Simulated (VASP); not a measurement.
Input of a VASP 6.6.1 run:

File INCAR:

```
SYSTEM = Sn
  PREC = Accurate
  ENCUT = 520
  EDIFF = 1E-6
  ISMEAR = 0
  SIGMA = 0.6
  LREAL = .False.
  LASPH = .True.
  NELM = 80
  ALGO = Normal
  ISIF = 2
  LWAVE = .False.
  LCHARG = .False.
  NBANDS = 21
```

File KPOINTS:

```
Automatic mesh
0
Gamma
  11 11 8
  0 0 0
```

File POSCAR:

```
Sn
1.0
   -2.8994216605      2.9008009606      1.5581694818
    2.9008009606     -2.8994216605      1.5581694818
    2.8985835788      2.8985835788     -1.5556411493
Sn
2
Direct
    0.0000164062      0.9999835938      0.0000000000
    0.7499835938      0.2500164062      0.5000000000
```

Potentials or basis: VASP PAW LDA potentials, release 64 (Sn_d).

Command:

```console
$ cat potpaw_LDA.64/Sn_d/POTCAR > POTCAR
$ mpirun -np 1 vasp_std > vasp.out
```

(1) Predict the pressure.

(2) What does it give for the band gap on the k mesh?

Answers

(1) 0.3 GPa.

(2) zero (bands 14 and 15 overlap by 3.81 eV).

Caveat: so wide a smearing shifts energies and pressures; spin-orbit coupling is left out, which moves the levels of the heavy elements.
